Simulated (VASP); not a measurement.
# Hg (P-1) in VASP: single point with PBE

Aim: the single point of Hg with PBE.

All numbers are computed with VASP 6.6.1; they aren't measurements. Logs are shortened: lines on timing, memory, paths and dates and some standing lists are left out, and cuts for length are marked.

### 1 The cell of the first run

The typed cell holds 3 atoms: a = 3.448 Å, b = 3.542 Å, c = 8.615 Å, α = 95.86°, β = 96.63°, γ = 115.57°.

### 2 Single point, PBE

INCAR

```
SYSTEM = Hg
PREC     = Accurate       ! precision mode
ENCUT    = 520            ! plane-wave cutoff, eV
EDIFF    = 1E-6           ! SCF threshold, eV
ISMEAR   = 0              ! smearing method
SIGMA    = 0.05           ! smearing width, eV
LREAL    = .FALSE.        ! projectors in reciprocal space
LASPH    = .TRUE.         ! aspherical terms in the spheres
NELM     = 100            ! most SCF steps
ALGO     = Fast           ! electronic algorithm
ISIF     = 2              ! what is computed and relaxed
LWAVE    = .FALSE.        ! write WAVECAR
LCHARG   = .FALSE.        ! write CHGCAR
GGA      = PE             ! functional
NBANDS   = 25             ! bands
```

KPOINTS

```
Automatic mesh
0
G
  12 12 4
  0 0 0
```

POSCAR

```
Hg
1.0
    3.4483954303      0.0000000000      0.0000000000
   -1.5288194758      3.1945624647      0.0000000000
   -0.9952239491     -1.4510937524      8.4332429745
Hg
3
Direct
    0.5860701200      0.7414222900      0.3352578100
    0.4139298800      0.2585777100      0.6647421900
    0.0000000000      0.0000000000      0.0000000000
```

Potentials or basis: VASP PAW PBE potentials, release 64 (Hg).

Run with:

```sh
cat potpaw_PBE.64/Hg/POTCAR > POTCAR
mpirun -np 1 vasp_std > vasp.out
```

OUTCAR:

```text
SYSTEM = Hg
   PREC = Accurate
   ENCUT = 520
   EDIFF = 1E-6
   ISMEAR = 0
   LREAL = .FALSE.
   LASPH = .TRUE.
   NELM = 100
   ISIF = 2
   GGA = PE

 ion  position               nearest neighbor table
   1  0.586  0.741  0.335-   3 3.40   2 3.44   3 3.44   2 3.47   2 3.48   3 3.75
   2  0.414  0.259  0.665-   3 3.40   1 3.44   3 3.44   1 3.47   1 3.48   3 3.75
   3  0.000  0.000  0.000-   1 3.40   2 3.40   1 3.44   2 3.44   2 3.75   1 3.75

  LATTYP: Found a triclinic cell.
 ALAT       =     3.4483954303
 B/A-ratio  =     1.0807719895
 C/A-ratio  =     2.5814531301
 COS(alpha) =     0.0022135860
 COS(beta)  =     0.2755793060
 COS(gamma) =     0.5150556549

  Lattice vectors:

 A1 = (   3.4483954303,   0.0000000000,   0.0000000000)
 A2 = (   1.9195759545,   3.1945624647,   0.0000000000)
 A3 = (   2.4531714812,  -1.4510937524,   8.4332429745)

Analysis of symmetry for initial positions (statically):
=====================================================================
 Subroutine PRICEL returns:
 Original cell was already a primitive cell.

 Routine SETGRP: Setting up the symmetry group for a
 triclinic supercell.

 Subroutine GETGRP returns: Found  2 space group operations
 (whereof  2 operations were pure point group operations)
 out of a pool of  2 trial point group operations.

The static configuration has the point symmetry S_2 .

Analysis of symmetry for dynamics (positions and initial velocities):
=====================================================================
 Subroutine PRICEL returns:
 Original cell was already a primitive cell.

 Routine SETGRP: Setting up the symmetry group for a
 triclinic supercell.

 Subroutine GETGRP returns: Found  2 space group operations
 (whereof  2 operations were pure point group operations)
 out of a pool of  2 trial point group operations.

The dynamic configuration has the point symmetry S_2 .

 Subroutine INISYM returns: Found  2 space group operations
 (whereof  2 operations are pure point group operations),
 and found     1 'primitive' translations

----------------------------------------------------------------------------------------

                                     Primitive cell

  volume of cell :      92.9016

  direct lattice vectors                    reciprocal lattice vectors
     3.448395430  0.000000000  0.000000000     0.289989945  0.138780281  0.058101983
    -1.528819476  3.194562465  0.000000000     0.000000000  0.313031913  0.053862868
    -0.995223949 -1.451093752  8.433242975     0.000000000  0.000000000  0.118578346

  length of vectors
     3.448395430  3.541541801  8.614855243     0.326695538  0.317632157  0.118578346

  position of ions in fractional coordinates (direct lattice)
     0.586070120  0.741422290  0.335257810
     0.413929880  0.258577710  0.664742190
     0.000000000  0.000000000  0.000000000

  ion indices of the primitive-cell ions
   primitive index   ion index
                 1           1
                 2           2
                 3           3

----------------------------------------------------------------------------------------

 KPOINTS: Automatic mesh

Automatic generation of k-mesh.
 Grid dimensions read from file:
 generate k-points for:   12   12    4

 Generating k-lattice:

  Cartesian coordinates                     Fractional coordinates (reciprocal lattice)
     0.024165829  0.011565023  0.004841832     0.083333333 -0.000000000  0.000000000
     0.000000000  0.026085993  0.004488572     0.000000000  0.083333333  0.000000000
     0.000000000  0.000000000  0.029644586     0.000000000  0.000000000  0.250000000

  Length of vectors
     0.027224628  0.026469346  0.029644586

  Shift w.r.t. Gamma in fractional coordinates (k-lattice)
     0.000000000  0.000000000  0.000000000

 Subroutine IBZKPT returns following result:
 ===========================================

 Found    292 irreducible k-points:

 Following reciprocal coordinates:
            Coordinates               Weight
  0.000000  0.000000  0.000000      1.000000
  0.083333 -0.000000 -0.000000      2.000000
  0.166667  0.000000 -0.000000      2.000000
  0.250000 -0.000000 -0.000000      2.000000
  0.333333  0.000000 -0.000000      2.000000
  0.416667  0.000000  0.000000      2.000000
[... 16 lines left out ...]
  0.250000  0.166667 -0.000000      2.000000
  0.333333  0.166667 -0.000000      2.000000
 [... further k-points ...]
   k-points           NKPTS =    292   k-points in BZ     NKDIM =    292   number of bands    NBANDS=     25
   number of dos      NEDOS =    301   number of ions     NIONS =      3
   total plane-waves  NPLWV =  50176
   dimension x,y,z NGX =    28 NGY =   28 NGZ =   64
   dimension x,y,z NGXF=    56 NGYF=   56 NGZF=  128
   ions per type =               3
   NGX,Y,Z   is equivalent  to a cutoff of  13.50, 13.14, 12.35 a.u.
   NGXF,Y,Z  is equivalent  to a cutoff of  27.00, 26.29, 24.70 a.u.
 SYSTEM =  Hg
   PREC   = accura    normal or accurate (medium, high low for compatibility)
   ISTART =      0    job   : 0-new  1-cont  2-samecut
   ICHARG =      2    charge: 1-file 2-atom 10-const
   ISPIN  =      1    spin polarized calculation?
   LNONCOLLINEAR =      F non collinear calculations
   LSORBIT =      F    spin-orbit coupling
   LASPH  =      T    aspherical Exc in radial PAW
   ENCUT  =  520.0 eV  38.22 Ry    6.18 a.u.   6.41  6.58 16.02*2*pi/ulx,y,z
   NELM   =    100;   NELMIN=  2; NELMDL= -5     # of ELM steps
   EDIFF  = 0.1E-05   stopping-criterion for ELM
   LREAL  =      F    real-space projection
   EDIFFG = 0.1E-04   stopping-criterion for IOM
   NSW    =      0    number of steps for IOM
   IBRION =     -1    ionic relax: 0-MD 1-quasi-New 2-CG
   NFREE  =      0    steps in history (QN), initial steepest desc. (CG)
   ISIF   =      2    stress and relaxation
   ISYM   =      2    0-nonsym 1-usesym 2-fastsym
   POTIM  = 0.5000    time-step for ionic-motion
   TEBEG  =    0.0;   TEEND  =   0.0 temperature during run
   PSTRESS=    0.0 pullay stress
   NELECT =      36.0000    total number of electrons
   NUPDOWN=      -1.0000    fix difference up-down
   EMIN   =  10.00;   EMAX   =-10.00  energy-range for DOS
   EFERMI =   0.00;   METHOD = LEGACY
   ISMEAR =     0;   SIGMA  =   0.05  broadening in eV -4-tet -1-fermi 0-gaus
   EFERMI_NEDOS =   21; number of points for ismear=-14 and -15
   IALGO  =     68    algorithm
   IMIX   =      4    mixing-type and parameters
     AMIX     =   0.40;   BMIX     =  1.00
     AMIX_MAG =   1.60;   BMIX_MAG =  1.00
  volume/ion in A,a.u.               =      30.97       208.98
  Fermi-wavevector in a.u.,A,eV,Ry     =   1.193534  2.255451 19.381804  1.424522
  Thomas-Fermi vector in A             =   2.329546
   LORBIT       =      0    0 simple, 1 ext, 2 COOP (PROOUT), +10 PAW based schemes
   GGA     = PE    functional components
   LHFCALC =     F    Hartree Fock is set to
   AEXX    =    0.0000 exact exchange contribution
   IVDW    =     0    specifies the selected vdW correction
   LEPSILON=     F    determine dielectric tensor
   LRPA    =     F    only Hartree local field effects (RPA)
 non-spin polarized calculation
 RMM-DIIS sequential band-by-band and
 Gauss-broadening in eV      SIGMA  =   0.05
  energy-cutoff  :      520.00
  volume of cell :       92.90
 maximum number of plane-waves:      2526
 NGX is ok and might be reduce to    28
   NGX = 13   NGY = 13   NGZ = 31

 number of electron      36.0000004 magnetization

 Free energy of the ion-electron system (eV)
  ---------------------------------------------------
  ext. energy  EPLUGINS =         0.00000000
  ---------------------------------------------------
  free energy    TOTEN  =        -0.54745672 eV

  energy without entropy =       -0.54704004  energy(sigma->0) =       -0.54724838

 E-fermi :   0.7206     XC(G=0):  -9.3972

 val. band max:        0.7096828456   @ k =  -0.3333   0.4167   0.5000
 cond. band min:       0.7326418058   @ k =   0.0000   0.0833   0.5000
 fundamental gap:      0.0229589602
 Fermi energy:         0.7206236541

 k-point     1 :       0.0000    0.0000    0.0000
  band No.  band energies     occupation
      1      -6.1985      2.00000
      2      -5.7746      2.00000
      3      -5.7530      2.00000
      4      -5.5372      2.00000
      5      -5.4923      2.00000
      6      -5.4619      2.00000
[... 17 lines left out ...]
     24      11.6700      0.00000
     25      13.0536      0.00000

 k-point     2 :       0.0833   -0.0000   -0.0000
  band No.  band energies     occupation
      1      -6.0774      2.00000
      2      -5.7348      2.00000
      3      -5.6904      2.00000
      4      -5.5261      2.00000
      5      -5.4905      2.00000
      6      -5.4188      2.00000
[... 17 lines left out ...]
     24      10.9065      0.00000
     25      12.3402      0.00000

 k-point     3 :       0.1667    0.0000   -0.0000
  band No.  band energies     occupation
      1      -5.7783      2.00000
      2      -5.6724      2.00000
      3      -5.5727      2.00000
      4      -5.4852      2.00000
      5      -5.4562      2.00000
      6      -5.4115      2.00000
[... 17 lines left out ...]
     24      10.3558      0.00000
     25      10.6609      0.00000

 k-point     4 :       0.2500   -0.0000   -0.0000
  band No.  band energies     occupation
      1      -5.7033      2.00000
      2      -5.6417      2.00000
      3      -5.5640      2.00000
      4      -5.4902      2.00000
      5      -5.4842      2.00000
      6      -5.3843      2.00000
[... 17 lines left out ...]
     24       8.7206      0.00000
     25       9.9289      0.00000
[... 477 lines left out ...]
 k-point    22 :       0.1667    0.1667   -0.0000
  band No.  band energies     occupation
      1      -5.6447      2.00000
      2      -5.6182      2.00000
      3      -5.5736      2.00000
      4      -5.4786      2.00000
      5      -5.4639      2.00000
      6      -5.3413      2.00000
[... 17 lines left out ...]
     24       7.8939      0.00000
     25       8.5326      0.00000

 k-point    23 :       0.2500    0.1667   -0.0000
  band No.  band energies     occupation
      1      -5.7018      2.00000
      2      -5.6651      2.00000
      3      -5.5421      2.00000
      4      -5.5052      2.00000
      5      -5.4579      2.00000
      6      -5.3738      2.00000
[... 17 lines left out ...]
     24       6.9946      0.00000
     25       8.4044      0.00000

 k-point    24 :       0.3333    0.1667   -0.0000
  band No.  band energies     occupation
      1      -5.7580      2.00000
      2      -5.7030      2.00000
      3      -5.5777      2.00000
      4      -5.5476      2.00000
      5      -5.4935      2.00000
      6      -5.3770      2.00000
[... 17 lines left out ...]
     24       6.1207      0.00000
     25       7.8803      0.00000

 [... further k-points ...]

------------------------ aborting loop because EDIFF is reached ----------------------------------------

  FORCE on cell =-STRESS in cart. coord.  units (eV):
  Direction    XX          YY          ZZ          XY          YZ          ZX
  --------------------------------------------------------------------------------------
  -------------------------------------------------------------------------------------
  Total        0.0496775     -0.1141213     -0.0429931     -0.0053395     -0.0131841     -0.0585076
  in kB        0.8567364     -1.9681327     -0.7414570     -0.0920844     -0.2273720     -1.0090204
  external PRESSURE =      -0.6176178 kB  Pullay stress =       0.0000000 kB

 VOLUME and BASIS-vectors are now :
 -----------------------------------------------------------------------------
  energy-cutoff  :      520.00
  volume of cell :       92.90
      direct lattice vectors                 reciprocal lattice vectors
     3.448395430  0.000000000  0.000000000     0.289989945  0.138780281  0.058101983
    -1.528819476  3.194562465  0.000000000     0.000000000  0.313031913  0.053862868
    -0.995223949 -1.451093752  8.433242975     0.000000000  0.000000000  0.118578346

 POSITION                                       TOTAL-FORCE (eV/Angst)
 -----------------------------------------------------------------------------------
      0.55384      1.88203      2.82731        -0.005933     -0.002419      0.013814
      0.37051     -0.13856      5.60593         0.005933      0.002419     -0.013814
      0.00000      0.00000      0.00000         0.000000      0.000000      0.000000
 -----------------------------------------------------------------------------------
    total drift:                               -0.000000      0.000000      0.000000

  FREE ENERGIE OF THE ION-ELECTRON SYSTEM (eV)
  ---------------------------------------------------
  free  energy   TOTEN  =        -0.5474567213 eV

  energy  without entropy=       -0.5470400365  energy(sigma->0) =       -0.54724838
```

It took 7 min on 1 thread of Intel Xeon Platinum 8259CL at 2.50GHz (Skylake/Cascade Lake), shared host; peak memory 0.6 GiB.

Results:

```
Free energy            : -0.5475 eV
Pressure               : -0.1 GPa
Largest force          : 0.015 eV/Å
Band gap on the k mesh : zero (bands 18 and 19 overlap by 0.40 eV)
```

Forces on the atoms (eV/Å):
```
Hg  -0.006 -0.002  0.014
Hg   0.006  0.002 -0.014
Hg   0.000  0.000  0.000
```

Levels at points of the mesh, in eV from the Fermi level:
| k point | band 14 | band 15 | band 16 | band 17 | band 18 | band 19 | band 20 | band 21 | band 22 | band 23 |
| --- | --- | --- | --- | --- | --- | --- | --- | --- | --- | --- |
| (0.00, 0.00, 0.00) | -5.59 | -5.56 | -5.50 | -4.23 | -4.17 | 3.52 | 3.58 | 9.61 | 9.81 | 10.85 |
| (0.50, 0.00, 0.00) | -5.41 | -5.32 | -2.28 | -1.96 | -1.14 | 0.03 | 1.68 | 1.97 | 5.46 | 6.71 |
| (0.00, 0.50, 0.00) | -5.46 | -5.34 | -2.57 | -2.15 | -1.47 | -0.10 | 1.60 | 1.76 | 5.61 | 6.34 |
| (0.50, 0.50, 0.00) | -5.40 | -5.40 | -2.11 | -1.27 | -0.33 | 0.30 | 1.77 | 1.85 | 5.93 | 5.98 |
| (0.00, 0.00, 0.50) | -5.71 | -5.64 | -5.53 | -5.38 | -1.58 | -0.22 | 8.77 | 8.91 | 9.02 | 10.44 |
| (0.50, 0.00, 0.50) | -5.44 | -5.32 | -2.28 | -1.86 | -1.31 | -0.03 | 1.83 | 2.04 | 5.54 | 6.36 |
| (0.00, 0.50, 0.50) | -5.42 | -5.37 | -2.50 | -2.20 | -1.52 | -0.16 | 1.68 | 1.96 | 5.16 | 6.34 |
| (0.50, 0.50, 0.50) | -5.38 | -5.35 | -1.76 | -1.71 | -0.49 | 0.11 | 2.08 | 3.39 | 3.92 | 5.14 |

Caveat: spin-orbit coupling is left out, which moves the levels of the heavy elements.

The gap in the log of VASP goes by the Fermi energy; the results here count the filled bands.